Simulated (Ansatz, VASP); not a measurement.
# Two plane-wave programs on C

INCAR

```
PREC = Accurate
ENCUT = 520
EDIFF = 1E-7
ISMEAR = 0
SIGMA = 0.05
LREAL = Auto
LASPH = T
NELM = 60
ALGO = Normal
ISIF = 2
LWAVE = F
LCHARG = F
GGA = PE
NBANDS = 43
```

The input KPOINTS:

```
regular mesh
0
Gamma
  6 6 6
```

File POSCAR:

```
C
1.0
    3.5715485858      0.0000000000     -3.5715485858
    0.0000000000      3.5715485858     -3.5715485858
    3.5715485858      3.5715485858      0.0000000000
C
15
Direct
    0.2500000000      0.2500000000      0.2500000000
    0.2500000000      0.7500000000      0.7500000000
    0.2500000000      0.7500000000      0.2500000000
    0.7500000000      0.2500000000      0.7500000000
    0.7500000000      0.2500000000      0.2500000000
    0.7500000000      0.7500000000      0.7500000000
    0.7500000000      0.7500000000      0.2500000000
    0.1250000000      0.1250000000      0.1250000000
    0.1250000000      0.1250000000      0.6250000000
    0.1250000000      0.6250000000      0.1250000000
    0.2275069881      0.4375000000      0.6674965060
    0.6250000000      0.1250000000      0.1250000000
    0.6250000000      0.1250000000      0.6250000000
    0.6250000000      0.6250000000      0.1250000000
    0.6250000000      0.6250000000      0.6250000000
```

Input for Ansatz:

```yaml
crystal:
  lattice:
    - [3.5715485858, 0.0, -3.5715485858]
    - [0.0, 3.5715485858, -3.5715485858]
    - [3.5715485858, 3.5715485858, 0.0]
  atoms:
    - { symbol: C, position: [0.25, 0.25, 0.25] }
    - { symbol: C, position: [0.25, 0.75, 0.75] }
    - { symbol: C, position: [0.25, 0.75, 0.25] }
    - { symbol: C, position: [0.75, 0.25, 0.75] }
    - { symbol: C, position: [0.75, 0.25, 0.25] }
    - { symbol: C, position: [0.75, 0.75, 0.75] }
    - { symbol: C, position: [0.75, 0.75, 0.25] }
    - { symbol: C, position: [0.125, 0.125, 0.125] }
    - { symbol: C, position: [0.125, 0.125, 0.625] }
    - { symbol: C, position: [0.125, 0.625, 0.125] }
    - { symbol: C, position: [0.2275069881, 0.4375, 0.667496506] }
    - { symbol: C, position: [0.625, 0.125, 0.125] }
    - { symbol: C, position: [0.625, 0.125, 0.625] }
    - { symbol: C, position: [0.625, 0.625, 0.125] }
    - { symbol: C, position: [0.625, 0.625, 0.625] }
basis:
  ecutwfc: 420
kpoints:
  mp_grid: { grid: [6, 6, 6] }
hamiltonian:
  xc: pbe
  pseudopotentials: { kind: paw, azcp: { folder: soft_1 } }
scf:
  occupations: { method: gaussian, width: 0.05 }
output:
  forces: true
  stress: true
  eigenvalues: true
  write_density: true
  write_potential: true
  elf: true
  volumetric_format: npy
```

Change from the starting cell: C vacancy; atom 11 moved 0.500 of the way to it and -0.175 Å across, host rigid.

Alike in both runs: task single point; functional PBE; k mesh 6 × 6 × 6; occupations gaussian, width 0.05 eV; no spin polarisation.

|  | VASP | Ansatz |
| --- | --- | --- |
| version | VASP 6.6.1 | Ansatz 0.2.0 |
| potentials or method | VASP PAW PBE potentials, release 64 (C), cutoff 520 eV | scalar-relativistic, plane waves, PAW |
| valence electrons in the cell | 60 | 60 |

Ansatz gave:

* gap on the k mesh at the Fermi level (eV): none
* pressure (GPa): -11.4
* traceless stress, the component that is largest in VASP (GPa): -16.15
* rms of the force components (eV/Å): 1.233

Task: Which values does VASP return?

Result: gap on the k mesh at the Fermi level (eV): none; pressure (GPa): -10.5; traceless stress, the component that is largest in VASP (GPa): -16.13; rms of the force components (eV/Å): 1.226.

Atom by atom the forces differ by 0.009 eV/Å (rms over components). A gap of «none» marks a metal or a gap that the smearing closes.
